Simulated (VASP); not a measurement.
# CuO (Pm-3m) in VASP: single point with PBE+U

Aim: the single point of CuO with PBE+U.

All numbers are computed with VASP 6.6.1; they aren't measurements. Logs are shortened: lines on timing, memory, paths and dates and some standing lists are left out, and cuts for length are marked.

**1. The cell of the first run**

The structure is cubic, space group Pm-3m (No. 221). The conventional cell has a = 2.553 Å, b = 2.553 Å, c = 2.553 Å, α = 90.00°, β = 90.00°, γ = 90.00°. Cu (site symmetry m-3m) has 8 O at 2.21 Å and 6 Cu at 2.55 Å within 2.9 Å. Within 2.9 Å of O (site symmetry m-3m) lie 8 Cu at 2.21 Å and 6 O at 2.55 Å.

**2. Single point, PBE+U, collinear spin, ferromagnetic start**

The input, INCAR:

```
PREC = Accurate ; ENCUT = 520
EDIFF = 1E-7 ; ISMEAR = 0
SIGMA = 0.05 ; LREAL = False
LASPH = True ; NELM = 150
ALGO = Normal ; ISIF = 2
LWAVE = False ; LCHARG = False
ISPIN = 2 ; MAGMOM = 0.53 0.6
LORBIT = 11 ; LMAXMIX = 4
LDAU = True ; LDAUTYPE = 2
LDAUL = 2 -1 ; LDAUU = 1 0
LDAUJ = 0 0 ; LDAUPRINT = 1
GGA = PE ; NBANDS = 20
```

The input, KPOINTS:

```
regular mesh
0
Gamma
  7 7 7
```

The input, POSCAR:

```
CuO
1.0
    2.5525506100      0.0000000000      0.0000000000
    0.0000000000      2.5525506100      0.0000000000
    0.0000000000      0.0000000000      2.5525506100
Cu O
1 1
Direct
    0.0000000000      0.0000000000      0.0000000000
    0.5000000000      0.5000000000      0.5000000000
```

Potentials or basis: VASP PAW PBE potentials, release 64 (Cu, O).

On the command line:

```sh
$ cat potpaw_PBE.64/Cu/POTCAR potpaw_PBE.64/O/POTCAR > POTCAR
$ mpirun -np 1 vasp_std > vasp.out
```

OUTCAR:

```text
PREC = Accurate
   ENCUT = 520
   EDIFF = 1E-7
   ISMEAR = 0
   LREAL = False
   LASPH = True
   NELM = 150
   ISIF = 2
   ISPIN = 2
   LORBIT = 11
   GGA = PE

 ion  position               nearest neighbor table
   1  0.000  0.000  0.000-   2 2.21   2 2.21   2 2.21   2 2.21   2 2.21   2 2.21   2 2.21   2 2.21

   2  0.500  0.500  0.500-   1 2.21   1 2.21   1 2.21   1 2.21   1 2.21   1 2.21   1 2.21   1 2.21

  LATTYP: Found a simple cubic cell.
 ALAT       =     2.5525506100

  Lattice vectors:

 A1 = (   2.5525506100,   0.0000000000,   0.0000000000)
 A2 = (   0.0000000000,   2.5525506100,   0.0000000000)
 A3 = (   0.0000000000,   0.0000000000,   2.5525506100)

Analysis of symmetry for initial positions (statically):
=====================================================================
 Subroutine PRICEL returns:
 Original cell was already a primitive cell.

 Routine SETGRP: Setting up the symmetry group for a
 simple cubic supercell.

 Subroutine GETGRP returns: Found 48 space group operations
 (whereof 48 operations were pure point group operations)
 out of a pool of 48 trial point group operations.

The static configuration has the point symmetry O_h .

Analysis of symmetry for dynamics (positions and initial velocities):
=====================================================================
 Subroutine PRICEL returns:
 Original cell was already a primitive cell.

 Routine SETGRP: Setting up the symmetry group for a
 simple cubic supercell.

 Subroutine GETGRP returns: Found 48 space group operations
 (whereof 48 operations were pure point group operations)
 out of a pool of 48 trial point group operations.

The dynamic configuration has the point symmetry O_h .

Analysis of structural, dynamic, and magnetic symmetry:
=====================================================================
 Subroutine PRICEL returns:
 Original cell was already a primitive cell.

 Routine SETGRP: Setting up the symmetry group for a
 simple cubic supercell.

 Subroutine GETGRP returns: Found 48 space group operations
 (whereof 48 operations were pure point group operations)
 out of a pool of 48 trial point group operations.

The overall configuration has the point symmetry O_h .

 Subroutine INISYM returns: Found 48 space group operations
 (whereof 48 operations are pure point group operations),
 and found     1 'primitive' translations

----------------------------------------------------------------------------------------

                                     Primitive cell

  volume of cell :      16.6312

  direct lattice vectors                    reciprocal lattice vectors
     2.552550610  0.000000000  0.000000000     0.391765004  0.000000000  0.000000000
     0.000000000  2.552550610  0.000000000     0.000000000  0.391765004  0.000000000
     0.000000000  0.000000000  2.552550610     0.000000000  0.000000000  0.391765004

  length of vectors
     2.552550610  2.552550610  2.552550610     0.391765004  0.391765004  0.391765004

  position of ions in fractional coordinates (direct lattice)
     0.000000000  0.000000000  0.000000000
     0.500000000  0.500000000  0.500000000

  ion indices of the primitive-cell ions
   primitive index   ion index
                 1           1
                 2           2

----------------------------------------------------------------------------------------

 KPOINTS: regular mesh

Automatic generation of k-mesh.
 Grid dimensions read from file:
 generate k-points for:    7    7    7

 Generating k-lattice:

  Cartesian coordinates                     Fractional coordinates (reciprocal lattice)
     0.055966429  0.000000000  0.000000000     0.142857143  0.000000000  0.000000000
     0.000000000  0.055966429  0.000000000     0.000000000  0.142857143  0.000000000
     0.000000000  0.000000000  0.055966429     0.000000000  0.000000000  0.142857143

  Length of vectors
     0.055966429  0.055966429  0.055966429

[... 65 lines left out ...]
   IALGO  =     38    algorithm
   IMIX   =      4    mixing-type and parameters
     AMIX     =   0.40;   BMIX     =  1.00
     AMIX_MAG =   1.60;   BMIX_MAG =  1.00
  volume/ion in A,a.u.               =       8.32        56.12
  Fermi-wavevector in a.u.,A,eV,Ry     =   1.649112  3.116370 37.001994  2.719570
  Thomas-Fermi vector in A             =   2.738287
   LORBIT       =     11    0 simple, 1 ext, 2 COOP (PROOUT), +10 PAW based schemes
 LDA+U is selected, type is set to LDAUTYPE =  2
   angular momentum for each species LDAUL =     2   -1
   U (eV)           for each species LDAUU =   1.0  0.0
   J (eV)           for each species LDAUJ =   0.0  0.0
   GGA     = PE    functional components
   LHFCALC =     F    Hartree Fock is set to
   AEXX    =    0.0000 exact exchange contribution
   IVDW    =     0    specifies the selected vdW correction
   LEPSILON=     F    determine dielectric tensor
   LRPA    =     F    only Hartree local field effects (RPA)
 spin polarized calculation
 Gauss-broadening in eV      SIGMA  =   0.05
  energy-cutoff  :      520.00
  volume of cell :       16.63
 maximum number of plane-waves:       461
 NGX is ok and might be reduce to    20
   NGX =  9   NGY =  9   NGZ =  9

 number of electron      16.9999977 magnetization      -0.4624709

atom =   1  type =  1  l = 2

 onsite density matrix

spin component  1

  0.9269  0.0000  0.0000  0.0000  0.0000
  0.0000  0.9269  0.0000 -0.0000 -0.0000
  0.0000  0.0000  0.9537  0.0000  0.0000
  0.0000 -0.0000  0.0000  0.9269 -0.0000
  0.0000 -0.0000  0.0000 -0.0000  0.9537

spin component  2

  0.8822 -0.0000  0.0000  0.0000  0.0000
 -0.0000  0.8822 -0.0000 -0.0000 -0.0000
  0.0000 -0.0000  0.9522  0.0000  0.0000
  0.0000 -0.0000  0.0000  0.8822  0.0000
  0.0000 -0.0000  0.0000  0.0000  0.9522

 occupancies and eigenvectors

  o =  0.8822  v =  0.0000  0.0000  0.0000  0.0000  0.0000  1.0000  0.0000  0.0000  0.0000  0.0000      0.0000  0.0000  0.0000  0.0000  0.0000  0.0000  0.0000  0.0000  0.0000  0.0000
  o =  0.8822  v =  0.0000  0.0000  0.0000  0.0000  0.0000  0.0000 -0.7908 -0.0000 -0.6120  0.0000      0.0000  0.0000  0.0000  0.0000  0.0000  0.0000  0.0000  0.0000  0.0000  0.0000
  o =  0.8822  v =  0.0000  0.0000  0.0000  0.0000  0.0000  0.0000  0.6120 -0.0000 -0.7908  0.0000      0.0000  0.0000  0.0000  0.0000  0.0000  0.0000  0.0000  0.0000  0.0000  0.0000
  o =  0.9269  v =  0.0000 -0.9923  0.0000  0.1236 -0.0000  0.0000  0.0000  0.0000  0.0000  0.0000      0.0000  0.0000  0.0000  0.0000  0.0000  0.0000  0.0000  0.0000  0.0000  0.0000
  o =  0.9269  v =  0.0000 -0.1236  0.0000 -0.9923 -0.0000  0.0000  0.0000  0.0000  0.0000  0.0000      0.0000  0.0000  0.0000  0.0000  0.0000  0.0000  0.0000  0.0000  0.0000  0.0000
  o =  0.9269  v =  1.0000  0.0000  0.0000  0.0000  0.0000  0.0000  0.0000  0.0000  0.0000  0.0000      0.0000  0.0000  0.0000  0.0000  0.0000  0.0000  0.0000  0.0000  0.0000  0.0000
  o =  0.9522  v =  0.0000  0.0000  0.0000  0.0000  0.0000  0.0000 -0.0000  0.9986 -0.0000 -0.0536      0.0000  0.0000  0.0000  0.0000  0.0000  0.0000  0.0000  0.0000  0.0000  0.0000
  o =  0.9522  v =  0.0000  0.0000  0.0000  0.0000  0.0000  0.0000 -0.0000 -0.0536 -0.0000 -0.9986      0.0000  0.0000  0.0000  0.0000  0.0000  0.0000  0.0000  0.0000  0.0000  0.0000
  o =  0.9537  v =  0.0000  0.0000  0.0230 -0.0000 -0.9997  0.0000  0.0000  0.0000  0.0000  0.0000      0.0000  0.0000  0.0000  0.0000  0.0000  0.0000  0.0000  0.0000  0.0000  0.0000
  o =  0.9537  v =  0.0000  0.0000  0.9997  0.0000  0.0230  0.0000  0.0000  0.0000  0.0000  0.0000      0.0000  0.0000  0.0000  0.0000  0.0000  0.0000  0.0000  0.0000  0.0000  0.0000

 number of electron      16.9999977 magnetization       0.2975165

 Free energy of the ion-electron system (eV)
  ---------------------------------------------------
  ext. energy  EPLUGINS =         0.00000000
  ---------------------------------------------------
  free energy    TOTEN  =        -8.15878641 eV

  energy without entropy =       -8.15418070  energy(sigma->0) =       -8.15648355

 E-fermi :   7.5582     XC(G=0): -13.3379

 val. band max:        7.5048522321   @ k =   0.4286   0.2857   0.1429
 cond. band min:       7.5591057100   @ k =   0.2857   0.0000   0.0000
 fundamental gap:      0.0542534779
 Fermi energy:         7.5581809471

 spin component 1

 k-point     1 :       0.0000    0.0000    0.0000
  band No.  band energies     occupation
      1     -12.6076      1.00000
      2       3.7098      1.00000
      3       3.7098      1.00000
      4       5.3866      1.00000
      5       5.3866      1.00000
      6       5.3866      1.00000
[... 436 lines left out ...]
      6       5.9907      1.00000
[... 12 lines left out ...]
     19      50.9508      0.00000
     20      52.9737      0.00000
 Fermi energy:         7.5581809471

 spin component 2

 k-point     1 :       0.0000    0.0000    0.0000
  band No.  band energies     occupation
      1     -12.3791      1.00000
      2       3.7777      1.00000
      3       3.7777      1.00000
      4       5.6657      1.00000
      5       5.6657      1.00000
      6       5.6657      1.00000
[... 449 lines left out ...]
     19      50.9660      0.00000
     20      53.0580      0.00000

------------------------ aborting loop because EDIFF is reached ----------------------------------------

  FORCE on cell =-STRESS in cart. coord.  units (eV):
  Direction    XX          YY          ZZ          XY          YZ          ZX
  --------------------------------------------------------------------------------------
  -------------------------------------------------------------------------------------
  Total        2.0348160      2.0348160      2.0348160     -0.0000000      0.0000000      0.0000000
  in kB      196.0255348    196.0255348    196.0255348     -0.0000000      0.0000000      0.0000000
  external PRESSURE =     196.0255348 kB  Pullay stress =       0.0000000 kB

 VOLUME and BASIS-vectors are now :
 -----------------------------------------------------------------------------
  energy-cutoff  :      520.00
  volume of cell :       16.63
      direct lattice vectors                 reciprocal lattice vectors
     2.552550610  0.000000000  0.000000000     0.391765004  0.000000000  0.000000000
     0.000000000  2.552550610  0.000000000     0.000000000  0.391765004  0.000000000
     0.000000000  0.000000000  2.552550610     0.000000000  0.000000000  0.391765004

 POSITION                                       TOTAL-FORCE (eV/Angst)
 -----------------------------------------------------------------------------------
      0.00000      0.00000      0.00000         0.000000      0.000000      0.000000
      1.27628      1.27628      1.27628         0.000000      0.000000      0.000000
 -----------------------------------------------------------------------------------
    total drift:                               -0.000000      0.000000      0.000000

  FREE ENERGIE OF THE ION-ELECTRON SYSTEM (eV)
  ---------------------------------------------------
  free  energy   TOTEN  =        -8.1587864111 eV

  energy  without entropy=       -8.1541806980  energy(sigma->0) =       -8.15648355

 total charge

# of ion       s       p       d       tot
------------------------------------------
    1        0.307   0.345   9.218   9.871
    2        1.600   3.312   0.000   4.913
--------------------------------------------------
tot          1.907   3.658   9.218  14.783

 magnetization (x)

# of ion       s       p       d       tot
------------------------------------------
    1       -0.005  -0.004   0.137   0.128
    2        0.001   0.157   0.000   0.158
--------------------------------------------------
tot         -0.004   0.152   0.137   0.286
```

Wall time 27 s (1 thread of AMD EPYC 7R43 (Zen 3), shared host); peak memory 0.09 GiB.

What came out:

```
Free energy                                           : -8.1588 eV
Pressure                                              : 19.6 GPa
Net moment                                            : 0.30 μB per cell
Site moments                                          : Cu +0.13; O +0.16 μB
Valence electrons inside the program's atomic spheres : Cu 9.87; O 4.91
```

Eigenvalues of the final occupation matrices:
```tsv
site	spin	trace	eigenvalues
site 1 d	1	4.69	0.93 0.93 0.93 0.95 0.95
site 1 d	2	4.55	0.88 0.88 0.88 0.95 0.95
```
